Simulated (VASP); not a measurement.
Set up this calculation in VASP 6.6.1, as the native input.

| Quantity | Value |
| --- | --- |
| Task | single point |
| Functional | PBE |
| Potentials or basis | VASP PAW PBE potentials, release 64 (Zn, O) |
| Cutoff | 520 eV |
| k mesh | 6 × 6 × 8 |
| Occupations | gaussian, width 0.02 eV |
| Spin | no spin polarisation |
| Dipole correction | no |
| Further INCAR settings | ALGO = Normal; EDIFF = 1e-06; NBANDS = 46 |

The structure of ZnO lies in POSCAR:

```
ZnO
1.0
    5.4452559325      0.0000000000      0.0000000000
    0.0000000000      5.4452559325      0.0000000000
    0.0000000000      0.0000000000      3.2697468638
Zn O
4 4
Direct
    0.1839781039      0.1839781039      0.5000000000
    0.8160218961      0.8160218961      0.5000000000
    0.6839781039      0.3160218961      0.0000000000
    0.3160218961      0.6839781039      0.0000000000
    0.8161383499      0.1838616501      0.5000000000
    0.1838616501      0.8161383499      0.5000000000
    0.6838616501      0.6838616501      0.0000000000
    0.3161383499      0.3161383499      0.0000000000
```

The input as run:

INCAR

```
SYSTEM = ZnO
PREC = Accurate
ENCUT = 520
EDIFF = 1E-6
ISMEAR = 0
SIGMA = 0.02
LREAL = .FALSE.
LASPH = .TRUE.
NELM = 60
ALGO = Normal
ISIF = 2
LWAVE = .FALSE.
LCHARG = .FALSE.
GGA = PE
NBANDS = 46
```

KPOINTS

```
regular mesh
0
G
  6 6 8
  0 0 0
```

Potentials or basis: VASP PAW PBE potentials, release 64 (Zn, O).

Command:

```sh
$ cat potpaw_PBE.64/Zn/POTCAR potpaw_PBE.64/O/POTCAR > POTCAR
$ mpirun -np 1 vasp_std > vasp.out
```

Results of the run:

```yaml
Pressure: 9.1 GPa
Largest_force: 0.011 eV/Å
Band_gap_on_the_k_mesh: 0.86 eV
```

Caveat: the cell stands under pressure.

Run time: 2.4 min on 1 thread of Intel(R) Xeon(R) Platinum 8488C (Sapphire Rapids), with other jobs on the host, peak memory 0.29 GiB.
